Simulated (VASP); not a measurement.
Set up this calculation in VASP 6.6.1, as the native input.

```yaml
Task: single point
Functional: PBE
Potentials_or_basis: VASP PAW PBE potentials, release 64 (Hf_pv, O)
Cutoff: 520 eV
k_mesh: 6 × 6 × 4
Occupations: gaussian, width 0.05 eV
Spin: no spin polarisation
Dipole_correction: no
Further_INCAR_settings: ALGO = Normal; EDIFF = 1e-07; NBANDS = 31
```

The structure of HfO2 lies in POSCAR:

```
HfO2
1.0
    0.0000000000     -2.5488057608     -2.5488057608
    0.0000000000      2.5488057608     -2.5488057608
    5.0976115216      0.0000000000      0.0000000000
Hf O
2 4
Direct
   -0.1036966318     -0.0384828814      0.0690420972
    0.6036966318      0.5384828814      0.4309579028
    0.0071332601      0.4554196321      0.7779763076
    0.4928667399      0.0445803679      0.2220236924
   -0.0637386521      0.4229369462      0.2667603780
    0.5637386521      0.0770630538      0.7332396220
```

The input as run:

INCAR

```
PREC     = Accurate       # precision mode
ENCUT    = 520            # plane-wave cutoff, eV
EDIFF    = 1E-7           # SCF threshold, eV
ISMEAR   = 0              # smearing method
SIGMA    = 0.05           # smearing width, eV
LREAL    = F              # projectors in reciprocal space
LASPH    = T              # aspherical terms in the spheres
NELM     = 100            # most SCF steps
ALGO     = Normal         # electronic algorithm
ISIF     = 2              # what is computed and relaxed
LWAVE    = F              # write WAVECAR
LCHARG   = F              # write CHGCAR
GGA      = PE             # functional
NBANDS   = 31             # bands
```

KPOINTS

```
Automatic mesh
0
Gamma
  6 6 4
```

Potentials or basis: VASP PAW PBE potentials, release 64 (Hf_pv, O).

Launch:

```bash
$ cat potpaw_PBE.64/Hf_pv/POTCAR potpaw_PBE.64/O/POTCAR > POTCAR
$ mpirun -np 1 vasp_std > vasp.out
```

Results of the run:

```yaml
Pressure: 70.4 GPa
Largest_force: 36.578 eV/Å
Band_gap_on_the_k_mesh: 0.02 eV (least direct gap 0.12 eV)
```

Caveat: the stress differs along the axes, from 40 to 97 GPa; semilocal functionals underestimate gaps, and a narrow one can read as zero; spin-orbit coupling is left out, which moves the levels of the heavy elements; forces of over 1 eV/Å act on the atoms, so gaps and moduli don't describe the material at rest.

It took 3 min on 1 thread of Intel(R) Xeon(R) Platinum 8488C (Sapphire Rapids), on a shared host, peak memory 0.26 GiB.
